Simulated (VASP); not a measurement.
A run of VASP 6.6.1 is set up as follows.

The input INCAR:

```
  PREC = Accurate
  ENCUT = 520
  EDIFF = 1E-6
  ISMEAR = -1
  SIGMA = 0.05
  LREAL = F
  LASPH = T
  NELM = 150
  ALGO = Fast
  ISIF = 2
  LWAVE = F
  LCHARG = F
  ISPIN = 2
  MAGMOM = 0.39
  LORBIT = 11
  LMAXMIX = 4
  GGA = PS
  NBANDS = 15
```

The input KPOINTS:

```
regular mesh
0
Gamma
  12 12 12
```

The input POSCAR:

```
Pd
1.0
    2.7527666992      0.0000000000      0.0000000000
    1.3763833496      2.3839658922      0.0000000000
    1.3763833496      0.7946552974      2.2476245980
Pd
1
Direct
    0.0000000000      0.0000000000      0.0000000000
```

Potentials or basis: VASP PAW PBE potentials, release 64 (Pd).

Run with:

```console
$ cat potpaw_PBE.64/Pd/POTCAR > POTCAR
$ mpirun -np 1 vasp_std > vasp.out
```

Estimate the pressure.

-3.2 GPa.

Predict the net moment.

0.11 μB per cell.

Estimate the site moments.

Pd +0.11 μB.

Caveat: the PAW data sets were made with another functional, which shifts forces and pressure a little.
